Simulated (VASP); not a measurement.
Input of a VASP 6.6.1 run:

Contents of POSCAR:

```
SnSe2
1.0
    3.8404613551      0.0000000000      0.0000000000
   -1.9202306776      3.3259370958      0.0000000000
    0.0000000000      0.0000000000      6.5244591606
Sn Se
1 2
Direct
    0.0000000000      0.0000000000      0.0000000000
    0.3333333333      0.6666666667      0.2412315272
    0.6666666667      0.3333333333      0.7587684728
```

INCAR.step1

```
PREC = Accurate
ENCUT = 520
ISMEAR = -1
SIGMA = 0.02
LREAL = False
LASPH = True
NELM = 80
NBANDS = 20
GGA = PE
ALGO = Normal
EDIFF = 1E-4
LWAVE = True
LCHARG = False
```

INCAR.step2

```
PREC = Accurate
ENCUT = 520
EDIFF = 1E-6
ISMEAR = -1
SIGMA = 0.02
LREAL = False
LASPH = True
NELM = 80
ALGO = Normal
ISIF = 2
LWAVE = False
LCHARG = False
METAGGA = R2SCAN
LMIXTAU = True
NBANDS = 20
ISTART = 1
```

KPOINTS

```
Automatic mesh
0
Gamma
  12 12 4
```

Potentials or basis: VASP PAW PBE potentials, release 64 (Sn_d, Se).

Launch:

```sh
$ cat potpaw_PBE.64/Sn_d/POTCAR potpaw_PBE.64/Se/POTCAR > POTCAR
$ cp INCAR.step1 INCAR
$ mpirun -np 1 vasp_std > vasp.out
$ cp INCAR.step2 INCAR
$ mpirun -np 1 vasp_std > vasp.out
```

Problem. What does it give for the band gap on the k mesh?

Solution. 1.04 eV (least direct gap 1.47 eV).

Problem. Predict the pressure.

Solution. 0.1 GPa.

Forces in eV/Å, atoms in the order of the input:
```
Sn   0.000  0.000  0.000
Se   0.000  0.000  0.013
Se   0.000  0.000 -0.013
```

Caveat: the PAW data sets were made with another functional, which shifts forces and pressure a little; spin-orbit coupling is left out, which moves the levels of the heavy elements. A k mesh can miss the band edges.
